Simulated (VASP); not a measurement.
A run of VASP 6.6.1 is set up as follows.

The input INCAR:

```
ALGO = Normal
EDIFF = 1E-7
ENCUT = 520
GGA = PE
ISIF = 2
ISMEAR = 0
LASPH = True
LCHARG = False
LREAL = False
LWAVE = False
NBANDS = 28
NELM = 60
PREC = Accurate
SIGMA = 0.02
```

KPOINTS

```
k-points
0
Gamma
  6 6 6
```

The input POSCAR:

```
BaZrO3
1.0
    4.2271626521      0.0000000000      0.0000000000
    0.0000000000      4.2271626521      0.0000000000
    0.0000000000      0.0000000000      4.2271626521
Ba Zr O
1 1 3
Direct
    0.0000000000      0.0000000000      0.0000000000
    0.5000000000      0.5000000000      0.5000000000
    0.0000000000      0.5000000000      0.5000000000
    0.5000000000      0.0000000000      0.5000000000
    0.5000000000      0.5000000000      0.0000000000
```

Potentials or basis: VASP PAW PBE potentials, release 64 (Ba_sv, Zr_sv, O).

Launch:

```console
$ cat potpaw_PBE.64/Ba_sv/POTCAR potpaw_PBE.64/Zr_sv/POTCAR potpaw_PBE.64/O/POTCAR > POTCAR
$ mpirun -np 1 vasp_std > vasp.out
```

Task: What does it give for the pressure?

Result: 0.9 GPa.

Task: Predict the band gap on the k mesh.

Result: 3.13 eV, indirect (least direct gap 3.38 eV).

Caveat: spin-orbit coupling is left out, which moves the levels of the heavy elements. A k mesh can miss the band edges.
